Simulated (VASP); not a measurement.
Rh:

```
Rh
1.0
     2.66092    0.00000    0.00000
    -1.33046    2.30443    0.00000
     0.00000    0.00000    4.31489
Rh
2
Direct
  0.66667 0.33333 0.75000
  0.33333 0.66667 0.25000
```

Base run:

| Quantity | Value |
| --- | --- |
| Program | VASP 6.6.1 |
| Functional | LDA |
| Potentials or basis | VASP PAW LDA potentials, release 64 (Rh_pv) |
| Cutoff | 520 eV |
| k mesh | 12 × 12 × 7 |
| Occupations | fermi-dirac, width 0.1 eV |
| Spin | no spin polarisation |

Its results: band gap on the k mesh zero (band 15 reaches 13.22 eV, above the bottom of band 16 at 10.63 eV); pressure 2.3 GPa.

Problem. The run is repeated on the same cell with these changes: potentials or basis from VASP PAW LDA potentials, release 64 (Rh_pv) to VASP PAW LDA potentials, release 64 (Rh_sv_GW); cutoff from 520 eV to 530 eV; further incar settings from ALGO = Normal; EDIFF = 1e-07; NBANDS = 22 to ALGO = Normal; EDIFF = 1e-06; NBANDS = 24; valence electrons from 30 to 34. What comes out?

Solution. Band gap on the k mesh zero (band 17 reaches 12.06 eV, above the bottom of band 18 at 9.46 eV); pressure -0.6 GPa.
